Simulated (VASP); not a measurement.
# Ge8Mo3W (Cmmm) in VASP: a series of runs

Ge8Mo3W is run at these levels: PBE; tasks: single point.

Program: VASP 6.6.1. These are calculated values, not measurements. Logs are shortened: lines on timing, memory, paths and dates and some standing lists are left out, and cuts for length are marked.

### Step 1. The cell of the first run

It takes space group Cmmm (No. 65, orthorhombic). The conventional cell has a = 4.716 Å, b = 8.287 Å, c = 9.447 Å, α = 90.00°, β = 90.00°, γ = 90.00°. Within 3.5 Å of Ge (site symmetry m2m) lie 9 Ge at 2.68 to 3.33 Å and 5 Mo at 2.71 to 2.80 Å. Ge (site symmetry m) has 9 Ge at 2.69 to 3.34 Å and 4 Mo at 2.71 to 2.80 Å and 1 W at 2.72 Å within 3.5 Å. Ge (site symmetry m2m) has 9 Ge at 2.69 to 3.34 Å and 3 W at 2.71 to 2.80 Å and 2 Mo at 2.72 Å within 3.5 Å. Within 3.6 Å of Mo (site symmetry mmm) lie 10 Ge at 2.71 to 2.80 Å and 4 Mo at 3.33 Å. Within 3.6 Å of Mo (site symmetry mm2) lie 10 Ge at 2.71 to 2.80 Å and 2 Mo at 3.33 Å and 2 W at 3.34 Å. W (site symmetry mmm) has 10 Ge at 2.71 to 2.80 Å and 4 Mo at 3.34 Å within 3.6 Å.

### Step 2. Single point, PBE

Input file INCAR:

```
SYSTEM = Ge8Mo3W
PREC = Accurate
ENCUT = 520
EDIFF = 1E-6
ISMEAR = 0
SIGMA = 0.1
LREAL = .FALSE.
LASPH = .TRUE.
NELM = 100
ALGO = Normal
ISIF = 2
LWAVE = .FALSE.
LCHARG = .FALSE.
GGA = PE
NBANDS = 96
```

Input file KPOINTS:

```
regular mesh
0
G
  4 4 2
  0 0 0
```

Input file POSCAR:

```
Ge8Mo3W
1.0
    2.3582387525     -4.1437191339      0.0000000000
    2.3582387525      4.1437191339      0.0000000000
    0.0000000000      0.0000000000      9.4470547092
Ge Mo W
8 3 1
Direct
    0.6618061640      0.3381938360      0.0000000000
    0.1621333108      0.8378666892      0.7504484100
    0.6620545319      0.3379454681      0.5000000000
    0.1621333108      0.8378666892      0.2495515900
    0.3381938360      0.6618061640      0.0000000000
    0.8378666892      0.1621333108      0.7504484100
    0.3379454681      0.6620545319      0.5000000000
    0.8378666892      0.1621333108      0.2495515900
    0.0000000000      0.0000000000      0.0000000000
    0.5000000000      0.5000000000      0.7504765861
    0.5000000000      0.5000000000      0.2495234139
    0.0000000000      0.0000000000      0.5000000000
```

Potentials or basis: VASP PAW PBE potentials, release 64 (Ge_d, Mo_sv, W_sv).

On the command line:

```console
cat potpaw_PBE.64/Ge_d/POTCAR potpaw_PBE.64/Mo_sv/POTCAR potpaw_PBE.64/W_sv/POTCAR > POTCAR
mpirun -np 1 vasp_std > vasp.out
```

OUTCAR:

```text
SYSTEM = Ge8Mo3W
   PREC = Accurate
   ENCUT = 520
   EDIFF = 1E-6
   ISMEAR = 0
   LREAL = .FALSE.
   LASPH = .TRUE.
   NELM = 100
   ISIF = 2
   GGA = PE

 ion  position               nearest neighbor table
   1  0.662  0.338  0.000-   5 2.68  10 2.71  11 2.71   9 2.71   9 2.71   8 2.77   6 2.77   5 2.77
                             5 2.77   9 2.80
   2  0.162  0.838  0.750-   6 2.69   9 2.71  10 2.71  10 2.71  12 2.72   6 2.77   6 2.77   5 2.77
                             7 2.78  10 2.80
   3  0.662  0.338  0.500-   7 2.69  12 2.71  12 2.71  11 2.72  10 2.72   7 2.77   7 2.77   6 2.78
                             8 2.78  12 2.80
   4  0.162  0.838  0.250-   8 2.69   9 2.71  11 2.71  11 2.71  12 2.72   8 2.77   8 2.77   5 2.77
                             7 2.78  11 2.80
   5  0.338  0.662  0.000-   1 2.68  10 2.71  11 2.71   9 2.71   9 2.71   4 2.77   2 2.77   1 2.77
                             1 2.77   9 2.80
   6  0.838  0.162  0.750-   2 2.69   9 2.71  10 2.71  10 2.71  12 2.72   2 2.77   2 2.77   1 2.77
                             3 2.78  10 2.80
   7  0.338  0.662  0.500-   3 2.69  12 2.71  12 2.71  11 2.72  10 2.72   3 2.77   3 2.77   2 2.78
                             4 2.78  12 2.80
   8  0.838  0.162  0.250-   4 2.69   9 2.71  11 2.71  11 2.71  12 2.72   4 2.77   4 2.77   1 2.77
                             3 2.78  11 2.80
   9  0.000  0.000  0.000-   1 2.71   5 2.71   1 2.71   5 2.71   6 2.71   8 2.71   2 2.71   4 2.71
                             1 2.80   5 2.80  10 3.33  11 3.33  10 3.33  11 3.33
  10  0.500  0.500  0.750-   1 2.71   5 2.71   2 2.71   6 2.71   2 2.71   6 2.71   3 2.72   7 2.72
                             6 2.80   2 2.80   9 3.33   9 3.33  12 3.34  12 3.34
  11  0.500  0.500  0.250-   1 2.71   5 2.71   4 2.71   8 2.71   4 2.71   8 2.71   3 2.72   7 2.72
                             4 2.80   8 2.80   9 3.33   9 3.33  12 3.34  12 3.34
  12  0.000  0.000  0.500-   3 2.71   7 2.71   3 2.71   7 2.71   6 2.72   8 2.72   2 2.72   4 2.72
                             7 2.80   3 2.80  10 3.34  11 3.34  10 3.34  11 3.34

  LATTYP: Found a base centered orthorhombic cell.
 ALAT       =     4.7164775050
 B/A-ratio  =     1.7571245191
 C/A-ratio  =     2.0029894554

  Lattice vectors:

 A1 = (   2.3582387525,  -4.1437191339,   0.0000000000)
 A2 = (   2.3582387525,   4.1437191339,   0.0000000000)
 A3 = (   0.0000000000,   0.0000000000,   9.4470547092)

Analysis of symmetry for initial positions (statically):
=====================================================================
 Subroutine PRICEL returns:
 Original cell was already a primitive cell.

 Routine SETGRP: Setting up the symmetry group for a
 base centered orthorhombic supercell.

 Subroutine GETGRP returns: Found  8 space group operations
 (whereof  8 operations were pure point group operations)
 out of a pool of  8 trial point group operations.

The static configuration has the point symmetry D_2h.

Analysis of symmetry for dynamics (positions and initial velocities):
=====================================================================
 Subroutine PRICEL returns:
 Original cell was already a primitive cell.

 Routine SETGRP: Setting up the symmetry group for a
 base centered orthorhombic supercell.

 Subroutine GETGRP returns: Found  8 space group operations
 (whereof  8 operations were pure point group operations)
 out of a pool of  8 trial point group operations.

The dynamic configuration has the point symmetry D_2h.

 Subroutine INISYM returns: Found  8 space group operations
 (whereof  8 operations are pure point group operations),
 and found     1 'primitive' translations

----------------------------------------------------------------------------------------

                                     Primitive cell

  volume of cell :     184.6310

  direct lattice vectors                    reciprocal lattice vectors
     2.358238753 -4.143719134  0.000000000     0.212022637 -0.120664549  0.000000000
     2.358238753  4.143719134  0.000000000     0.212022637  0.120664549  0.000000000
     0.000000000  0.000000000  9.447054709     0.000000000  0.000000000  0.105853097

  length of vectors
     4.767777079  4.767777079  9.447054709     0.243953955  0.243953955  0.105853097

  position of ions in fractional coordinates (direct lattice)
     0.661806164  0.338193836  0.000000000
     0.162133311  0.837866689  0.750448410
     0.662054532  0.337945468  0.500000000
     0.162133311  0.837866689  0.249551590
     0.338193836  0.661806164  0.000000000
     0.837866689  0.162133311  0.750448410
     0.337945468  0.662054532  0.500000000
[... 41 lines left out ...]

 Subroutine IBZKPT returns following result:
 ===========================================

 Found     14 irreducible k-points:

 Following reciprocal coordinates:
            Coordinates               Weight
  0.000000  0.000000  0.000000      1.000000
  0.250000  0.000000  0.000000      4.000000
  0.500000  0.000000  0.000000      2.000000
  0.250000  0.250000  0.000000      2.000000
  0.500000  0.250000  0.000000      4.000000
 -0.250000  0.250000  0.000000      2.000000
  0.500000  0.500000  0.000000      1.000000
  0.000000  0.000000  0.500000      1.000000
  0.250000  0.000000  0.500000      4.000000
  0.500000  0.000000  0.500000      2.000000
  0.250000  0.250000  0.500000      2.000000
  0.500000  0.250000  0.500000      4.000000
 -0.250000  0.250000  0.500000      2.000000
  0.500000  0.500000  0.500000      1.000000
   k-points           NKPTS =     14   k-points in BZ     NKDIM =     14   number of bands    NBANDS=     96
   number of dos      NEDOS =    301   number of ions     NIONS =     12
   total plane-waves  NPLWV =  90720
   dimension x,y,z NGX =    36 NGY =   36 NGZ =   70
   dimension x,y,z NGXF=    72 NGYF=   72 NGZF=  140
   ions per type =               8   3   1
   NGX,Y,Z   is equivalent  to a cutoff of  12.55, 12.55, 12.32 a.u.
   NGXF,Y,Z  is equivalent  to a cutoff of  25.11, 25.11, 24.64 a.u.
 SYSTEM =  Ge8Mo3W
   PREC   = accura    normal or accurate (medium, high low for compatibility)
   ISTART =      0    job   : 0-new  1-cont  2-samecut
   ICHARG =      2    charge: 1-file 2-atom 10-const
   ISPIN  =      1    spin polarized calculation?
   LNONCOLLINEAR =      F non collinear calculations
   LSORBIT =      F    spin-orbit coupling
   LASPH  =      T    aspherical Exc in radial PAW
   ENCUT  =  520.0 eV  38.22 Ry    6.18 a.u.   8.86  8.86 17.57*2*pi/ulx,y,z
   NELM   =    100;   NELMIN=  2; NELMDL= -5     # of ELM steps
   EDIFF  = 0.1E-05   stopping-criterion for ELM
   LREAL  =      F    real-space projection
   EDIFFG = 0.1E-04   stopping-criterion for IOM
   NSW    =      0    number of steps for IOM
   IBRION =     -1    ionic relax: 0-MD 1-quasi-New 2-CG
   NFREE  =      0    steps in history (QN), initial steepest desc. (CG)
   ISIF   =      2    stress and relaxation
   ISYM   =      2    0-nonsym 1-usesym 2-fastsym
   POTIM  = 0.5000    time-step for ionic-motion
   TEBEG  =    0.0;   TEEND  =   0.0 temperature during run
   PSTRESS=    0.0 pullay stress
   NELECT =     168.0000    total number of electrons
   NUPDOWN=      -1.0000    fix difference up-down
   EMIN   =  10.00;   EMAX   =-10.00  energy-range for DOS
   EFERMI =   0.00;   METHOD = LEGACY
   ISMEAR =     0;   SIGMA  =   0.10  broadening in eV -4-tet -1-fermi 0-gaus
   EFERMI_NEDOS =   21; number of points for ismear=-14 and -15
   IALGO  =     38    algorithm
   IMIX   =      4    mixing-type and parameters
     AMIX     =   0.40;   BMIX     =  1.00
     AMIX_MAG =   1.60;   BMIX_MAG =  1.00
  volume/ion in A,a.u.               =      15.39       103.83
  Fermi-wavevector in a.u.,A,eV,Ry     =   1.586389  2.997841 34.240841  2.516631
  Thomas-Fermi vector in A             =   2.685708
   LORBIT       =      0    0 simple, 1 ext, 2 COOP (PROOUT), +10 PAW based schemes
   GGA     = PE    functional components
   LHFCALC =     F    Hartree Fock is set to
   AEXX    =    0.0000 exact exchange contribution
   IVDW    =     0    specifies the selected vdW correction
   LEPSILON=     F    determine dielectric tensor
   LRPA    =     F    only Hartree local field effects (RPA)
 non-spin polarized calculation
 Gauss-broadening in eV      SIGMA  =   0.10
  energy-cutoff  :      520.00
  volume of cell :      184.63
 maximum number of plane-waves:      5004
   NGX = 17   NGY = 17   NGZ = 35

 number of electron     167.9999921 magnetization

 Free energy of the ion-electron system (eV)
  ---------------------------------------------------
  ext. energy  EPLUGINS =         0.00000000
  ---------------------------------------------------
  free energy    TOTEN  =       -82.98310592 eV

  energy without entropy =      -82.97314369  energy(sigma->0) =      -82.97812480

 E-fermi :  10.0502     XC(G=0): -12.7671

 val. band max:       10.0318191512   @ k =   0.5000   0.5000   0.5000
 cond. band min:      10.2029739370   @ k =  -0.2500   0.2500   0.5000
 fundamental gap:      0.1711547858
 Fermi energy:        10.0502140280

 k-point     1 :       0.0000    0.0000    0.0000
  band No.  band energies     occupation
      1     -63.8937      2.00000
      2     -50.7708      2.00000
      3     -50.7669      2.00000
      4     -50.7537      2.00000
      5     -28.1553      2.00000
      6     -28.1489      2.00000
[... 1375 lines left out ...]
     95      14.7635      0.00000
     96      14.8049      0.00000

------------------------ aborting loop because EDIFF is reached ----------------------------------------

  FORCE on cell =-STRESS in cart. coord.  units (eV):
  Direction    XX          YY          ZZ          XY          YZ          ZX
  --------------------------------------------------------------------------------------
  -------------------------------------------------------------------------------------
  Total        0.2410501      0.2862601      0.2478244     -0.0000000      0.0000000      0.0000000
  in kB        2.0917672      2.4840876      2.1505530     -0.0000000      0.0000000      0.0000000
  external PRESSURE =       2.2421359 kB  Pullay stress =       0.0000000 kB

 VOLUME and BASIS-vectors are now :
 -----------------------------------------------------------------------------
  energy-cutoff  :      520.00
  volume of cell :      184.63
      direct lattice vectors                 reciprocal lattice vectors
     2.358238753 -4.143719134  0.000000000     0.212022637 -0.120664549  0.000000000
     2.358238753  4.143719134  0.000000000     0.212022637  0.120664549  0.000000000
     0.000000000  0.000000000  9.447054709     0.000000000  0.000000000  0.105853097

 POSITION                                       TOTAL-FORCE (eV/Angst)
 -----------------------------------------------------------------------------------
      2.35824     -1.34096      0.00000         0.000000     -0.008052      0.000000
      2.35824      2.80005      7.08953         0.000000     -0.009865     -0.001978
      2.35824     -1.34302      4.72353         0.000000     -0.009533      0.000000
      2.35824      2.80005      2.35753         0.000000     -0.009865      0.001978
      2.35824      1.34096      0.00000         0.000000      0.008052      0.000000
      2.35824     -2.80005      7.08953         0.000000      0.009865     -0.001978
      2.35824      1.34302      4.72353         0.000000      0.009533      0.000000
      2.35824     -2.80005      2.35753         0.000000      0.009865      0.001978
      0.00000      0.00000      0.00000         0.000000     -0.000000      0.000000
      2.35824      0.00000      7.08979        -0.000000     -0.000000      0.003565
      2.35824      0.00000      2.35726        -0.000000     -0.000000     -0.003565
      0.00000      0.00000      4.72353         0.000000     -0.000000      0.000000
 -----------------------------------------------------------------------------------
    total drift:                               -0.000000     -0.000000      0.000000

  FREE ENERGIE OF THE ION-ELECTRON SYSTEM (eV)
  ---------------------------------------------------
  free  energy   TOTEN  =       -82.9831059214 eV

  energy  without entropy=      -82.9731436858  energy(sigma->0) =      -82.97812480
```

Wall time 19 min (1 thread of Intel Xeon 8259CL, shared host); peak memory 0.41 GiB.

Results:

```
Free energy            : -82.9831 eV
Pressure               : 0.2 GPa
Largest force          : 0.010 eV/Å
Band gap on the k mesh : zero (bands 84 and 85 overlap by 0.83 eV)
```

Forces in eV/Å, atoms in the order of the input:
```
Ge   0.000 -0.008  0.000
Ge   0.000 -0.010 -0.002
Ge   0.000 -0.010  0.000
Ge   0.000 -0.010  0.002
Ge   0.000  0.008  0.000
Ge   0.000  0.010 -0.002
Ge   0.000  0.010  0.000
Ge   0.000  0.010  0.002
Mo   0.000  0.000  0.000
Mo   0.000  0.000  0.004
Mo   0.000  0.000 -0.004
W    0.000  0.000  0.000
```

Caveat: the k points lie up to 0.38 Å⁻¹ apart, too coarse for converged energies and pressures of a metal; spin-orbit coupling is left out, which moves the levels of the heavy elements.

### Step 3. Single point, PBE

This run uses another cell than the first one, of 18.80 Å³/atom.

Input file INCAR:

```
PREC     = Accurate       # precision mode
ENCUT    = 520            # plane-wave cutoff, eV
EDIFF    = 1E-6           # SCF threshold, eV
ISMEAR   = 0              # smearing method
SIGMA    = 0.1            # smearing width, eV
LREAL    = False          # projectors in reciprocal space
LASPH    = True           # aspherical terms in the spheres
NELM     = 100            # most SCF steps
ALGO     = Normal         # electronic algorithm
ISIF     = 2              # what is computed and relaxed
LWAVE    = False          # write WAVECAR
LCHARG   = True           # write CHGCAR
GGA      = PE             # functional
LELF     = True           # ELF
LVHAR    = True         
NBANDS   = 96             # bands
```

Input file KPOINTS:

```
regular mesh
0
Gamma
  4 4 2
```

Input file POSCAR:

```
Ge8Mo3W
1.0
    2.5282531600     -4.4112071300      0.0000000000
    2.5282531600      4.4112071300      0.0000000000
    0.0000000000      0.0000000000     10.1130126500
Ge Mo W
8 3 1
Direct
    0.6667000100      0.3332999900      0.0000000000
    0.1667000100      0.8332999900      0.7500000000
    0.6667000100      0.3332999900      0.5000000000
    0.1667000100      0.8332999900      0.2500000000
    0.3332999900      0.6667000100      0.0000000000
    0.8332999900      0.1667000100      0.7500000000
    0.3332999900      0.6667000100      0.5000000000
    0.8332999900      0.1667000100      0.2500000000
    0.0000000000      0.0000000000      0.0000000000
    0.5000000000      0.5000000000      0.7500000000
    0.5000000000      0.5000000000      0.2500000000
    0.0000000000      0.0000000000      0.5000000000
```

Potentials or basis: VASP PAW PBE potentials, release 64 (Ge_d, Mo_sv, W_sv).

On the command line:

```console
cat potpaw_PBE.64/Ge_d/POTCAR potpaw_PBE.64/Mo_sv/POTCAR potpaw_PBE.64/W_sv/POTCAR > POTCAR
mpirun -np 1 vasp_std > vasp.out
```

Run time: 27 min. Hardware: 1 thread of Intel Xeon 8259CL, shared host; peak memory 0.49 GiB.

Results (log left out):

| Quantity | Value |
| --- | --- |
| Free energy | -79.6204 eV |
| Pressure | -20.7 GPa |
| Largest force | 0.787 eV/Å |
| Band gap on the k mesh | zero (bands 84 and 85 overlap by 0.69 eV) |

Forces in eV/Å, atoms in the order of the input:
```
Ge   0.000  0.764  0.000
Ge   0.000  0.765 -0.018
Ge   0.000  0.787  0.000
Ge   0.000  0.765  0.018
Ge   0.000 -0.764  0.000
Ge   0.000 -0.765 -0.018
Ge   0.000 -0.787  0.000
Ge   0.000 -0.765  0.018
Mo   0.000  0.000  0.000
Mo   0.000  0.000  0.006
Mo   0.000  0.000 -0.006
W    0.000  0.000  0.000
```

Stress tensor (GPa, compression positive):
```
-20.19   0.00   0.00
  0.00 -22.14   0.00
  0.00   0.00 -19.82
```

Levels at points of the mesh, in eV from the Fermi level:
```
           k point  band 82  band 83  band 84  band 85  band 86  band 87
(0.00, 0.00, 0.00)    -1.14    -0.61     0.49     1.21     1.39     1.47
(0.50, 0.00, 0.00)    -1.24     0.04     0.05     0.84     0.97     1.22
(0.50, 0.50, 0.00)    -0.23    -0.23    -0.22    -0.20     0.46     0.51
(0.00, 0.00, 0.50)    -0.88    -0.51    -0.50     0.75     0.89     1.68
(0.50, 0.00, 0.50)    -0.67    -0.65    -0.64     0.95     0.96     0.96
(0.50, 0.50, 0.50)    -0.47    -0.32    -0.26     0.00     0.06     0.68
```

Caveat: the cell stands under tension; spin-orbit coupling is left out, which moves the levels of the heavy elements.

The gap in the log of VASP goes by the Fermi energy; the results here count the filled bands.